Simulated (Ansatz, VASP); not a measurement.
# AlNi in VASP and in Ansatz

```
Ni Al
1.0
     2.88100    0.00000    0.00000
     0.00000    2.88100    0.00000
     0.00000    0.00000    2.88100
Ni Al
1 1
Cartesian
  1.4405 1.4405 1.4405
  0.0000 0.0000 0.0000
```

Alike in both runs: task single point; functional PBE; k mesh 8 × 8 × 8; occupations fermi-dirac, width 0.05 eV; collinear spin; fixed moment 1.5 μB.

```csv
,VASP,Ansatz
version,VASP 6.6.1,Ansatz 0.2.0
potentials or method,"VASP PAW PBE potentials, release 64 (Ni, Al)",Ansatz PAW
plane-wave cutoff (eV),520,420
valence electrons in the cell,13,21
```

```csv
,VASP,Ansatz,Ansatz less VASP
pressure (GPa),12.4,12.4,-0.01
net moment per atom (μB),0.75,0.75,0.000
size of the moment on the site where the two differ most (μB),0.10,0.16,+0.061
```

Site moments also hang on the region over which each program counts them. With one functional, cell and mesh, what is left measures potentials, basis and numerics. VASP's potentials hold 13 valence electrons a cell and Ansatz's 21, so a difference there can come from the potentials and not from the codes.
